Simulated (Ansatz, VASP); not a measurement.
**Pb: VASP beside Ansatz**

```xyz
2
Lattice="2.6183 0.0000 0.0000 -1.3091 2.2675 0.0000 0.0000 0.0000 4.3161" Properties=species:S:1:pos:R:3 pbc="T T T"
Pb    0.0000    1.5116    1.0790
Pb    1.3091    0.7558    3.2371
```

Change from the starting cell: volume scaled by 0.43, crystal datasets.

Alike in both runs: task single point; functional PBEsol; k mesh 14 × 14 × 8; occupations fermi-dirac, width 0.05 eV; no spin polarisation.

|  | VASP | Ansatz |
| --- | --- | --- |
| version | VASP 6.6.1 | Ansatz 0.2.0 |
| potentials or method | VASP PAW PBE potentials, release 64 (Pb_d), cutoff 520 eV | all-electron PAW with datasets made for the crystal, scalar-relativistic |

Ansatz gave:

```
pressure (GPa)                                                : 326.5
traceless stress, the component that is largest in VASP (GPa) : 0.09
```

Problem. Estimate VASP's values.

Solution. Pressure (GPa): 327.1; traceless stress, the component that is largest in VASP (GPa): 0.13.

VASP's potentials were made for PBE, not for PBEsol. Both programs put the cell under a high pressure, so it lies far from rest at this level. Ansatz ran all-electron here, and VASP with PAW potentials.

Spin-orbit coupling is off throughout. Noted on VASP's run: the cell as given lies far from equilibrium.
